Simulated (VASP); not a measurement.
# Ti3C2 (P6_3/mmc) in VASP: a series of runs

Ti3C2 is run at these levels: PBEsol; tasks: single point.

Everything below comes from runs of VASP 6.6.1. Logs are shortened: lines on timing, memory, paths and dates and some standing lists are left out, and cuts for length are marked.

### Step 1. The cell of the first run

The structure is hexagonal, space group P6_3/mmc (No. 194). The conventional cell has a = 3.042 Å, b = 3.042 Å, c = 14.985 Å, α = 90.00°, β = 90.00°, γ = 120.00°. Within 2.7 Å of Ti (site symmetry 3m) lie 3 C at 2.05 Å. Ti (site symmetry -3m) has 6 C at 2.18 Å within 2.9 Å. Within 2.7 Å of C (site symmetry 3m) lie 6 Ti at 2.05 to 2.18 Å.

### Step 2. Single point, PBEsol

File INCAR:

```
SYSTEM = Ti3C2
PREC = Accurate
ENCUT = 520
EDIFF = 1E-6
ISMEAR = 0
SIGMA = 0.1
LREAL = .FALSE.
LASPH = .TRUE.
NELM = 80
ALGO = Normal
ISIF = 2
LWAVE = .FALSE.
LCHARG = .TRUE.
GGA = PS
LELF = .TRUE.
LVHAR = .TRUE.
NBANDS = 55
```

File KPOINTS:

```
regular mesh
0
G
  12 12 4
  0 0 0
```

File POSCAR:

```
Ti3C2
1.0
    3.0420899491      0.0000000000      0.0000000000
   -1.5210449746      2.6345271765      0.0000000000
    0.0000000000      0.0000000000     14.9846493651
Ti C
6 4
Direct
    0.3333333333      0.6666666667      0.8437914650
    0.6666666667      0.3333333333      0.3437914650
    0.6666666667      0.3333333333      0.1562085350
    0.3333333333      0.6666666667      0.6562085350
    0.0000000000      0.0000000000      0.0000000000
    0.0000000000      0.0000000000      0.5000000000
    0.6666666667      0.3333333333      0.9143810442
    0.3333333333      0.6666666667      0.4143810442
    0.6666666667      0.3333333333      0.5856189558
    0.3333333333      0.6666666667      0.0856189558
```

Potentials or basis: VASP PAW PBE potentials, release 64 (Ti_sv, C).

Launch:

```console
> cat potpaw_PBE.64/Ti_sv/POTCAR potpaw_PBE.64/C/POTCAR > POTCAR
> mpirun -np 1 vasp_std > vasp.out
```

OUTCAR:

```text
SYSTEM = Ti3C2
   PREC = Accurate
   ENCUT = 520
   EDIFF = 1E-6
   ISMEAR = 0
   LREAL = .FALSE.
   LASPH = .TRUE.
   NELM = 80
   ISIF = 2
   GGA = PS

 ion  position               nearest neighbor table
   1  0.333  0.667  0.844-   7 2.05   7 2.05   7 2.05   4 2.81
   2  0.667  0.333  0.344-   8 2.05   8 2.05   8 2.05   3 2.81
   3  0.667  0.333  0.156-  10 2.05  10 2.05  10 2.05   2 2.81
   4  0.333  0.667  0.656-   9 2.05   9 2.05   9 2.05   1 2.81
   5  0.000  0.000  0.000-   7 2.18  10 2.18   7 2.18  10 2.18   7 2.18  10 2.18
   6  0.000  0.000  0.500-   8 2.18   9 2.18   9 2.18   8 2.18   9 2.18   8 2.18
   7  0.667  0.333  0.914-   1 2.05   1 2.05   1 2.05   5 2.18   5 2.18   5 2.18
   8  0.333  0.667  0.414-   2 2.05   2 2.05   2 2.05   6 2.18   6 2.18   6 2.18
   9  0.667  0.333  0.586-   4 2.05   4 2.05   4 2.05   6 2.18   6 2.18   6 2.18
  10  0.333  0.667  0.086-   3 2.05   3 2.05   3 2.05   5 2.18   5 2.18   5 2.18

  LATTYP: Found a hexagonal cell.
 ALAT       =     3.0420899491
 C/A-ratio  =     4.9257745878

  Lattice vectors:

 A1 = (   3.0420899491,   0.0000000000,   0.0000000000)
 A2 = (  -1.5210449746,   2.6345271765,   0.0000000000)
 A3 = (   0.0000000000,   0.0000000000,  14.9846493651)

Analysis of symmetry for initial positions (statically):
=====================================================================
 Subroutine PRICEL returns:
 Original cell was already a primitive cell.

 Routine SETGRP: Setting up the symmetry group for a
 hexagonal supercell.

 Subroutine GETGRP returns: Found 24 space group operations
 (whereof 12 operations were pure point group operations)
 out of a pool of 24 trial point group operations.

The static configuration has the point symmetry D_3d.
 The point group associated with its full space group is D_6h.

Analysis of symmetry for dynamics (positions and initial velocities):
=====================================================================
 Subroutine PRICEL returns:
 Original cell was already a primitive cell.

 Routine SETGRP: Setting up the symmetry group for a
 hexagonal supercell.

 Subroutine GETGRP returns: Found 24 space group operations
 (whereof 12 operations were pure point group operations)
 out of a pool of 24 trial point group operations.

The dynamic configuration has the point symmetry D_3d.
 The point group associated with its full space group is D_6h.

 Subroutine INISYM returns: Found 24 space group operations
 (whereof 12 operations are pure point group operations),
 and found     1 'primitive' translations

----------------------------------------------------------------------------------------

                                     Primitive cell

  volume of cell :     120.0940

  direct lattice vectors                    reciprocal lattice vectors
     3.042089949  0.000000000  0.000000000     0.328721378  0.189787376  0.000000000
    -1.521044975  2.634527176  0.000000000     0.000000000  0.379574752  0.000000000
     0.000000000  0.000000000 14.984649365     0.000000000  0.000000000  0.066734962

  length of vectors
     3.042089949  3.042089949 14.984649365     0.379574752  0.379574752  0.066734962

  position of ions in fractional coordinates (direct lattice)
     0.333333333  0.666666667  0.843791465
     0.666666667  0.333333333  0.343791465
     0.666666667  0.333333333  0.156208535
     0.333333333  0.666666667  0.656208535
     0.000000000  0.000000000  0.000000000
     0.000000000  0.000000000  0.500000000
     0.666666667  0.333333333  0.914381044
     0.333333333  0.666666667  0.414381044
     0.666666667  0.333333333  0.585618956
     0.333333333  0.666666667  0.085618956

  ion indices of the primitive-cell ions
   primitive index   ion index
                 1           1
                 2           2
                 3           3
                 4           4
                 5           5
                 6           6
                 7           7
                 8           8
                 9           9
                10          10

----------------------------------------------------------------------------------------

 KPOINTS: regular mesh

Automatic generation of k-mesh.
 Grid dimensions read from file:
 generate k-points for:   12   12    4

 Generating k-lattice:

  Cartesian coordinates                     Fractional coordinates (reciprocal lattice)
     0.027393448  0.015815615  0.000000000     0.083333333  0.000000000  0.000000000
     0.000000000  0.031631229  0.000000000     0.000000000  0.083333333  0.000000000
     0.000000000  0.000000000  0.016683740     0.000000000  0.000000000  0.250000000

  Length of vectors
     0.031631229  0.031631229  0.016683740

  Shift w.r.t. Gamma in fractional coordinates (k-lattice)
     0.000000000  0.000000000  0.000000000

 Subroutine IBZKPT returns following result:
 ===========================================

 Found     57 irreducible k-points:

 Following reciprocal coordinates:
            Coordinates               Weight
  0.000000  0.000000  0.000000      1.000000
  0.083333  0.000000  0.000000      6.000000
  0.166667  0.000000  0.000000      6.000000
  0.250000  0.000000  0.000000      6.000000
  0.333333  0.000000  0.000000      6.000000
  0.416667  0.000000  0.000000      6.000000
[... 16 lines left out ...]
  0.250000  0.000000  0.250000     12.000000
  0.333333  0.000000  0.250000     12.000000
 [... further k-points ...]
   k-points           NKPTS =     57   k-points in BZ     NKDIM =     57   number of bands    NBANDS=     55
   number of dos      NEDOS =    301   number of ions     NIONS =     10
   total plane-waves  NPLWV =  64512
   dimension x,y,z NGX =    24 NGY =   24 NGZ =  112
   dimension x,y,z NGXF=    48 NGYF=   48 NGZF=  224
   ions per type =               6   4
   NGX,Y,Z   is equivalent  to a cutoff of  13.12, 13.12, 12.43 a.u.
   NGXF,Y,Z  is equivalent  to a cutoff of  26.23, 26.23, 24.85 a.u.
 SYSTEM =  Ti3C2
   PREC   = accura    normal or accurate (medium, high low for compatibility)
   ISTART =      0    job   : 0-new  1-cont  2-samecut
   ICHARG =      2    charge: 1-file 2-atom 10-const
   ISPIN  =      1    spin polarized calculation?
   LNONCOLLINEAR =      F non collinear calculations
   LSORBIT =      F    spin-orbit coupling
   LASPH  =      T    aspherical Exc in radial PAW
   ENCUT  =  520.0 eV  38.22 Ry    6.18 a.u.   5.66  5.66 27.86*2*pi/ulx,y,z
   NELM   =     80;   NELMIN=  2; NELMDL= -5     # of ELM steps
   EDIFF  = 0.1E-05   stopping-criterion for ELM
   LREAL  =      F    real-space projection
   EDIFFG = 0.1E-04   stopping-criterion for IOM
   NSW    =      0    number of steps for IOM
   IBRION =     -1    ionic relax: 0-MD 1-quasi-New 2-CG
   NFREE  =      0    steps in history (QN), initial steepest desc. (CG)
   ISIF   =      2    stress and relaxation
   ISYM   =      2    0-nonsym 1-usesym 2-fastsym
   POTIM  = 0.5000    time-step for ionic-motion
   TEBEG  =    0.0;   TEEND  =   0.0 temperature during run
   PSTRESS=    0.0 pullay stress
   NELECT =      88.0000    total number of electrons
   NUPDOWN=      -1.0000    fix difference up-down
   EMIN   =  10.00;   EMAX   =-10.00  energy-range for DOS
   EFERMI =   0.00;   METHOD = LEGACY
   ISMEAR =     0;   SIGMA  =   0.10  broadening in eV -4-tet -1-fermi 0-gaus
   EFERMI_NEDOS =   21; number of points for ismear=-14 and -15
   IALGO  =     38    algorithm
   IMIX   =      4    mixing-type and parameters
     AMIX     =   0.40;   BMIX     =  1.00
     AMIX_MAG =   1.60;   BMIX_MAG =  1.00
  volume/ion in A,a.u.               =      12.01        81.04
  Fermi-wavevector in a.u.,A,eV,Ry     =   1.475917  2.789079 29.637994  2.178331
  Thomas-Fermi vector in A             =   2.590508
   LORBIT       =      0    0 simple, 1 ext, 2 COOP (PROOUT), +10 PAW based schemes
   GGA     = PS    functional components
   LHFCALC =     F    Hartree Fock is set to
   AEXX    =    0.0000 exact exchange contribution
   IVDW    =     0    specifies the selected vdW correction
   LEPSILON=     F    determine dielectric tensor
   LRPA    =     F    only Hartree local field effects (RPA)
 non-spin polarized calculation
 Gauss-broadening in eV      SIGMA  =   0.10
  energy-cutoff  :      520.00
  volume of cell :      120.09
 maximum number of plane-waves:      3263
 NGX is ok and might be reduce to    24
   NGX = 11   NGY = 11   NGZ = 55

 number of electron      87.9999989 magnetization

 Free energy of the ion-electron system (eV)
  ---------------------------------------------------
  ext. energy  EPLUGINS =         0.00000000
  ---------------------------------------------------
  free energy    TOTEN  =       -96.23908710 eV

  energy without entropy =      -96.22747527  energy(sigma->0) =      -96.23328119

 E-fermi :   8.8236     XC(G=0): -12.1877

 val. band max:        8.7825277772   @ k =   0.1667   0.1667   0.5000
 cond. band min:       8.8285224104   @ k =   0.0833   0.0833   0.2500
 fundamental gap:      0.0459946332
 Fermi energy:         8.8236475083

 k-point     1 :       0.0000    0.0000    0.0000
  band No.  band energies     occupation
      1     -47.8815      2.00000
      2     -47.8722      2.00000
      3     -47.8518      2.00000
      4     -47.8410      2.00000
      5     -47.6505      2.00000
      6     -47.6490      2.00000
[... 47 lines left out ...]
     54      10.4810      0.00000
     55      10.5851      0.00000

 k-point     2 :       0.0833    0.0000    0.0000
  band No.  band energies     occupation
      1     -47.8774      2.00000
      2     -47.8686      2.00000
      3     -47.8477      2.00000
      4     -47.8375      2.00000
      5     -47.6474      2.00000
      6     -47.6460      2.00000
[... 47 lines left out ...]
     54      10.3619      0.00000
     55      10.7090      0.00000

 k-point     3 :       0.1667    0.0000    0.0000
  band No.  band energies     occupation
      1     -47.8662      2.00000
      2     -47.8589      2.00000
      3     -47.8364      2.00000
      4     -47.8279      2.00000
      5     -47.6390      2.00000
      6     -47.6378      2.00000
[... 1152 lines left out ...]
 k-point    23 :       0.2500    0.0000    0.2500
  band No.  band energies     occupation
      1     -47.8501      2.00000
      2     -47.8464      2.00000
      3     -47.8199      2.00000
      4     -47.8156      2.00000
      5     -47.6274      2.00000
      6     -47.6268      2.00000
[... 47 lines left out ...]
     54      10.6503      0.00000
     55      10.7924      0.00000

 k-point    24 :       0.3333    0.0000    0.2500
  band No.  band energies     occupation
      1     -47.8348      2.00000
      2     -47.8326      2.00000
      3     -47.8048      2.00000
      4     -47.8021      2.00000
      5     -47.6160      2.00000
      6     -47.6156      2.00000
[... 47 lines left out ...]
     54      11.0089      0.00000
     55      11.2111      0.00000

 [... further k-points ...]

------------------------ aborting loop because EDIFF is reached ----------------------------------------

  FORCE on cell =-STRESS in cart. coord.  units (eV):
  Direction    XX          YY          ZZ          XY          YZ          ZX
  --------------------------------------------------------------------------------------
  -------------------------------------------------------------------------------------
  Total        0.1380732      0.1380732      0.1059898     -0.0000000      0.0000000     -0.0000000
  in kB        1.8420381      1.8420381      1.4140132     -0.0000000      0.0000000     -0.0000000
  external PRESSURE =       1.6993631 kB  Pullay stress =       0.0000000 kB

 VOLUME and BASIS-vectors are now :
 -----------------------------------------------------------------------------
  energy-cutoff  :      520.00
  volume of cell :      120.09
      direct lattice vectors                 reciprocal lattice vectors
     3.042089949  0.000000000  0.000000000     0.328721378  0.189787376  0.000000000
    -1.521044975  2.634527176  0.000000000     0.000000000  0.379574752  0.000000000
     0.000000000  0.000000000 14.984649365     0.000000000  0.000000000  0.066734962

 POSITION                                       TOTAL-FORCE (eV/Angst)
 -----------------------------------------------------------------------------------
     -0.00000      1.75635     12.64392        -0.000000      0.000000     -0.025351
      1.52104      0.87818      5.15159         0.000000      0.000000     -0.025351
      1.52104      0.87818      2.34073         0.000000      0.000000      0.025351
     -0.00000      1.75635      9.83305        -0.000000     -0.000000      0.025351
      0.00000      0.00000      0.00000         0.000000      0.000000     -0.000000
      0.00000      0.00000      7.49232         0.000000      0.000000     -0.000000
      1.52104      0.87818     13.70168         0.000000     -0.000000      0.006274
     -0.00000      1.75635      6.20935         0.000000      0.000000      0.006274
      1.52104      0.87818      8.77529         0.000000     -0.000000     -0.006274
     -0.00000      1.75635      1.28297        -0.000000      0.000000     -0.006274
 -----------------------------------------------------------------------------------
    total drift:                               -0.000000      0.000000     -0.000000

  FREE ENERGIE OF THE ION-ELECTRON SYSTEM (eV)
  ---------------------------------------------------
  free  energy   TOTEN  =       -96.2390871046 eV

  energy  without entropy=      -96.2274752749  energy(sigma->0) =      -96.23328119
```

It took 12 min on 1 thread of AMD EPYC 7R13, shared host; peak memory 0.38 GiB.

What came out:

```yaml
Free_energy: -96.2391 eV
Pressure: 0.2 GPa
Largest_force: 0.025 eV/Å
Band_gap_on_the_k_mesh: zero (band 44 reaches 9.17 eV, above the bottom of band 45 at 8.53 eV)
```

Forces on the atoms (eV/Å):
```
Ti   0.000  0.000 -0.025
Ti   0.000  0.000 -0.025
Ti   0.000  0.000  0.025
Ti   0.000  0.000  0.025
Ti   0.000  0.000  0.000
Ti   0.000  0.000  0.000
C    0.000  0.000  0.006
C    0.000  0.000  0.006
C    0.000  0.000 -0.006
C    0.000  0.000 -0.006
```

Levels at points of the mesh, in eV from the Fermi level:
```csv
k point,band 42,band 43,band 44,band 45,band 46,band 47
"(0.00, 0.00, 0.00)",-1.74,0.18,0.33,0.33,0.48,0.48
"(0.50, 0.00, 0.00)",-1.78,-1.18,-1.16,0.30,0.58,1.85
"(0.00, 0.00, 0.50)",-1.87,0.33,0.33,0.40,0.40,0.40
"(0.50, 0.00, 0.50)",-1.90,-1.17,-1.17,0.43,0.43,2.00
```

Caveat: the PAW data sets were made with another functional, which shifts forces and pressure a little.

### Step 3. Single point, PBEsol (biaxial strain in the a-b plane: -2.0 %)

File INCAR:

```
SYSTEM = Ti3C2
ALGO     = Normal         ! electronic algorithm
EDIFF    = 1E-7           ! SCF threshold, eV
ENCUT    = 520            ! plane-wave cutoff, eV
GGA      = PS             ! functional
ISIF     = 2              ! what is computed and relaxed
ISMEAR   = 0              ! smearing method
LASPH    = .TRUE.         ! aspherical terms in the spheres
LCHARG   = .TRUE.         ! write CHGCAR
LELF     = .TRUE.         ! ELF
LREAL    = .FALSE.        ! projectors in reciprocal space
LVHAR    = .TRUE.       
LWAVE    = .FALSE.        ! write WAVECAR
NBANDS   = 55             ! bands
NELM     = 80             ! most SCF steps
PREC     = Accurate       ! precision mode
SIGMA    = 0.1            ! smearing width, eV
```

File KPOINTS:

```
k-points
0
G
  12 12 4
  0 0 0
```

File POSCAR:

```
Ti3C2
1.0
    2.9812481359      0.0000000000      0.0000000000
   -1.4906240680      2.5818366207      0.0000000000
    0.0000000000      0.0000000000     15.1644651841
Ti C
6 4
Direct
    0.3333333333      0.6666666667      0.8437914628
    0.6666666667      0.3333333333      0.3437914628
    0.6666666667      0.3333333333      0.1562085372
    0.3333333333      0.6666666667      0.6562085372
    0.0000000000      0.0000000000      0.0000000000
    0.0000000000      0.0000000000      0.5000000000
    0.6666666667      0.3333333333      0.9143810498
    0.3333333333      0.6666666667      0.4143810498
    0.6666666667      0.3333333333      0.5856189502
    0.3333333333      0.6666666667      0.0856189502
```

Potentials or basis: VASP PAW PBE potentials, release 64 (Ti_sv, C).

Launch:

```console
> cat potpaw_PBE.64/Ti_sv/POTCAR potpaw_PBE.64/C/POTCAR > POTCAR
> mpirun -np 1 vasp_std > vasp.out
```

Wall time 3.8 min (1 thread of Intel Xeon 6975P-C (Granite Rapids), shared host); peak memory 0.42 GiB.

It converged, with:

```yaml
Free_energy: -96.0802 eV
Pressure: 6.9 GPa
Largest_force: 0.356 eV/Å
Band_gap_on_the_k_mesh: zero (band 44 reaches 9.38 eV, above the bottom of band 45 at 8.88 eV)
```

Forces in eV/Å, atoms in the order of the input:
```
Ti   0.000  0.000 -0.356
Ti   0.000  0.000 -0.356
Ti   0.000  0.000  0.356
Ti   0.000  0.000  0.356
Ti   0.000  0.000  0.000
Ti   0.000  0.000  0.000
C    0.000  0.000  0.189
C    0.000  0.000  0.189
C    0.000  0.000 -0.189
C    0.000  0.000 -0.189
```

Stress tensor (GPa, compression positive):
```
10.50  0.00  0.00
 0.00 10.50  0.00
 0.00  0.00 -0.29
```

Levels at points of the mesh, in eV from the Fermi level:
```csv
k point,band 40,band 41,band 42,band 43,band 44,band 45,band 46,band 47,band 48,band 49
"(0.00, 0.00, 0.00)",-1.85,-1.78,-1.78,0.00,0.24,0.44,0.44,0.56,0.56,1.39
"(0.50, 0.00, 0.00)",-1.98,-1.90,-1.85,-1.14,-1.12,0.40,0.70,1.76,2.12,2.21
"(0.00, 0.00, 0.50)",-1.83,-1.83,-1.83,0.11,0.11,0.49,0.49,0.49,0.49,1.49
"(0.50, 0.00, 0.50)",-2.01,-1.91,-1.91,-1.12,-1.12,0.54,0.54,1.94,1.94,2.25
```

Caveat: the cell differs from its parent crystal (biaxial strain in the a-b plane: -2.0 %); the PAW data sets were made with another functional, which shifts forces and pressure a little.
